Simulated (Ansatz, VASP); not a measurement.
# Re in VASP and in Ansatz

```
Re
1.0
     2.74521    0.00000    0.00000
    -1.37260    2.37742    0.00000
     0.00000    0.00000   28.33039
Re
2
Direct
  0.00000 0.00000 0.32223
  0.00000 0.00000 0.24254
```

Alike in both runs: functional PBE; k mesh 24 × 24 × 1; occupations gaussian, width 0.1 eV; no spin polarisation.

Ansatz relaxed the structure, and its values are those at the end. VASP's run is a single point on that final structure, the one shown.

|  | VASP | Ansatz |
| --- | --- | --- |
| version | VASP 6.6.1 | Ansatz 0.2.0 |
| potentials or method | VASP PAW PBE potentials, release 64 (Re_sv_GW), cutoff 410 eV | scalar-relativistic, plane waves, PAW |
| valence electrons in the cell | 30 | 30 |

Ansatz gave:

- gap on the k mesh at the Fermi level (eV): none
- rms of the force components (eV/Å): 0.003

**Question.** Which values does VASP return?

**Answer.** gap on the k mesh at the Fermi level (eV): none; rms of the force components (eV/Å): 0.022.

A gap of «none» marks a metal or a gap that the smearing closes. Ansatz's warnings: slab cell height set.

Spin-orbit coupling is off throughout.
